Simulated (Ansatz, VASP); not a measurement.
# SnO2: VASP beside Ansatz

INCAR

```
  PREC = Accurate
  ENCUT = 520
  EDIFF = 1E-6
  ISMEAR = -1
  SIGMA = 0.05
  LREAL = False
  LASPH = True
  NELM = 60
  ALGO = Normal
  ISIF = 2
  LWAVE = False
  LCHARG = False
  GGA = PE
  NBANDS = 20
```

File KPOINTS:

```
Automatic mesh
0
Gamma
  9 9 9
```

Contents of POSCAR:

```
SnO2
1.0
    0.0000000000      2.5393599245      2.5393599245
    2.5393599245      0.0000000000      2.5393599245
    2.5393599245      2.5393599245      0.0000000000
Sn O
1 2
Direct
    0.0000000000      0.0000000000      0.0000000000
    0.7500000000      0.7500000000      0.7500000000
    0.2500000000      0.2500000000      0.2500000000
```

input.yaml

```yaml
crystal:
  lattice:
    - [0.0, 2.5393599245, 2.5393599245]
    - [2.5393599245, 0.0, 2.5393599245]
    - [2.5393599245, 2.5393599245, 0.0]
  atoms:
    - { symbol: Sn, position: [0.0, 0.0, 0.0] }
    - { symbol: O, position: [0.75, 0.75, 0.75] }
    - { symbol: O, position: [0.25, 0.25, 0.25] }
kpoints:
  mp_grid: { grid: [9, 9, 9] }
scf:
  occupations: { method: fermi_dirac, width: 0.05 }
hamiltonian:
  xc: pbe
  pseudopotentials: { kind: all_electron, lapw: { basis_error: 0.001 } }
output:
  forces: true
  stress: true
  eigenvalues: true
```

Change from the starting cell: volume scaled by 0.96.

Alike in both runs: task single point; functional PBE; k mesh 9 × 9 × 9; occupations fermi-dirac, width 0.05 eV; no spin polarisation.

|  | VASP | Ansatz |
| --- | --- | --- |
| version | VASP 6.6.1 | Ansatz 0.2.0 |
| potentials or method | VASP PAW PBE potentials, release 64 (Sn_d, O), cutoff 520 eV | all-electron LAPW, scalar-relativistic |

Ansatz gave:

| Item | Value |
| --- | --- |
| gap on the k mesh at the Fermi level (eV) | 0.31 |
| least direct gap on the mesh (eV) | 1.61 |
| pressure (GPa) | 7.7 |

**Question.** Estimate VASP's values.

**Answer.** gap on the k mesh at the Fermi level (eV): 0.30; least direct gap on the mesh (eV): 1.60; pressure (GPa): 8.5.

Ansatz ran all-electron here, and VASP with PAW potentials.
